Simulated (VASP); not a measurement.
Input of a VASP 6.6.1 run:

The input INCAR:

```
  PREC = Accurate
  ENCUT = 520
  EDIFF = 1E-6
  ISMEAR = 0
  SIGMA = 0.05
  LREAL = False
  LASPH = True
  NELM = 100
  ALGO = Normal
  ISIF = 2
  LWAVE = False
  LCHARG = True
  GGA = PE
  LELF = True
  LVHAR = True
  NBANDS = 15
```

KPOINTS

```
Automatic mesh
0
Gamma
  6 6 6
```

File POSCAR:

```
KI
1.0
    4.4199325598      0.0000000000      0.0000000000
    0.0000000000      4.4199325598      0.0000000000
    0.0000000000      0.0000000000      4.4199325598
K I
1 1
Direct
    0.0000000000      0.0000000000      0.0000000000
    0.5000000000      0.5000000000      0.5000000000
```

Potentials or basis: VASP PAW PBE potentials, release 64 (K_sv, I).

The run is started by

```bash
$ cat potpaw_PBE.64/K_sv/POTCAR potpaw_PBE.64/I/POTCAR > POTCAR
$ mpirun -np 1 vasp_std > vasp.out
```

Problem. Predict the band gap on the k mesh.

Solution. 3.12 eV (least direct gap 3.44 eV).

Problem. Predict the pressure.

Solution. -0.6 GPa.

Caveat: the cell differs from its parent crystal (strain +0.030 along x and y, +0.030 along z); spin-orbit coupling is left out, which moves the levels of the heavy elements. A k mesh can miss the band edges.
